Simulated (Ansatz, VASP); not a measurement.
## NbCu7O4: VASP beside Ansatz

```
CELL_PARAMETERS angstrom
0.00000 4.26960 4.26960
4.26960 0.00000 4.26960
4.26960 4.26960 0.00000
ATOMIC_POSITIONS crystal
Nb 0.12500 0.12500 0.12500
Cu 0.62500 0.62500 0.62500
Cu 0.12500 0.12500 0.62500
Cu 0.62500 0.62500 0.12500
Cu 0.62500 0.12500 0.12500
Cu 0.12500 0.62500 0.62500
Cu 0.12500 0.62500 0.12500
Cu 0.62500 0.12500 0.62500
O 0.99131 0.99131 0.99131
O 0.50244 0.50244 0.50244
O 0.25869 0.25869 0.25869
O 0.74756 0.74756 0.74756
```

Alike in both runs: task single point; functional PBEsol; k mesh 4 × 4 × 4; occupations gaussian, width 0.05 eV; collinear spin.

```csv
,VASP,Ansatz
version,VASP 6.6.1,Ansatz 0.2.0
potentials or method,"VASP PAW PBE potentials, release 64 (Nb_sv, Cu, O), cutoff 600 eV","scalar-relativistic, plane waves, PAW"
valence electrons in the cell,114,170
```

|  | VASP | Ansatz | Ansatz less VASP |
| --- | --- | --- | --- |
| gap on the k mesh at the Fermi level (eV) | none | none | - |
| pressure (GPa) | 1.4 | 0.7 | -0.74 |
| traceless stress, the component that is largest in VASP (GPa) | -0.86 | -0.70 | +0.159 |
| rms of the force components (eV/Å) | 0.067 | 0.046 | -0.0210 |
| net moment per atom (μB) | 0.07 | 0.07 | -0.001 |
| size of the moment on the site where the two differ most (μB) | 0.38 | 0.21 | -0.175 |

VASP's potentials were made for PBE, not for PBEsol. Site moments also hang on the region over which each program counts them. Atom by atom the forces differ by 0.029 eV/Å (rms over components). A gap of «none» marks a metal or a gap that the smearing closes. VASP's potentials hold 114 valence electrons a cell and Ansatz's 170, so a difference there can come from the potentials and not from the codes.
